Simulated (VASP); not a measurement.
A run of VASP 6.6.1 is set up as follows.

The input POSCAR:

```
Al3GaN4
1.0
    4.4012372935      0.0000000000      0.0000000000
    0.0000000000      4.4012372935      0.0000000000
    0.0000000000      0.0000000000      4.4012372935
Al Ga N
3 1 4
Direct
    0.5000000000      0.5000000000      0.0000000000
    0.5000000000      0.0000000000      0.5000000000
    0.0000000000      0.5000000000      0.5000000000
    0.0131179082      0.0131179082      0.0131179082
    0.7444581597      0.7444581597      0.2555418403
    0.7444581597      0.2555418403      0.7444581597
    0.2555418403      0.7444581597      0.7444581597
    0.2555418403      0.2555418403      0.2555418403
```

Contents of INCAR.step1:

```
SYSTEM = Al3GaN4
ALGO     = Normal         ! electronic algorithm
EDIFF    = 1E-4           ! SCF threshold, eV
ENCUT    = 520            ! plane-wave cutoff, eV
GGA      = PE             ! functional
ISMEAR   = 0              ! smearing method
LASPH    = .True.         ! aspherical terms in the spheres
LCHARG   = .False.        ! write CHGCAR
LREAL    = .False.        ! projectors in reciprocal space
LWAVE    = .True.         ! write WAVECAR
NBANDS   = 31             ! bands
NELM     = 80             ! most SCF steps
PREC     = Accurate       ! precision mode
SIGMA    = 0.05           ! smearing width, eV
```

Contents of INCAR.step2:

```
SYSTEM = Al3GaN4
ALGO     = Normal         ! electronic algorithm
EDIFF    = 1E-7           ! SCF threshold, eV
ENCUT    = 520            ! plane-wave cutoff, eV
ISIF     = 2              ! what is computed and relaxed
ISMEAR   = 0              ! smearing method
ISTART   = 1            
LASPH    = .True.         ! aspherical terms in the spheres
LCHARG   = .True.         ! write CHGCAR
LELF     = .True.         ! ELF
LMIXTAU  = .True.       
LREAL    = .False.        ! projectors in reciprocal space
LVHAR    = .True.       
LWAVE    = .False.        ! write WAVECAR
METAGGA  = R2SCAN         ! meta-GGA
NBANDS   = 31             ! bands
NELM     = 80             ! most SCF steps
PREC     = Accurate       ! precision mode
SIGMA    = 0.05           ! smearing width, eV
```

Contents of KPOINTS:

```
k-points
0
Gamma
  6 6 6
  0 0 0
```

Potentials or basis: VASP PAW PBE potentials, release 64 (Al, Ga_d, N).

Run with:

```sh
$ cat potpaw_PBE.64/Al/POTCAR potpaw_PBE.64/Ga_d/POTCAR potpaw_PBE.64/N/POTCAR > POTCAR
$ cp INCAR.step1 INCAR
$ mpirun -np 1 vasp_std > vasp.out
$ cp INCAR.step2 INCAR
$ mpirun -np 1 vasp_std > vasp.out
```

**Question.** What does it give for the largest force?

**Answer.** 2.253 eV/Å.

**Question.** Estimate the band gap on the k mesh.

**Answer.** 3.78 eV, direct.

Forces in eV/Å, atoms in the order of the input:
```
Al   0.283  0.283 -0.205
Al   0.283 -0.205  0.283
Al  -0.205  0.283  0.283
Ga  -1.301 -1.301 -1.301
N    0.138  0.138 -0.027
N    0.138 -0.027  0.138
N   -0.027  0.138  0.138
N    0.691  0.691  0.691
```

Caveat: the cell differs from its parent crystal (all Ga atoms moved +0.100 Å, as atom 4 along Cartesian [1 1 1]); the PAW data sets were made with another functional, which shifts forces and pressure a little. A k mesh can miss the band edges.
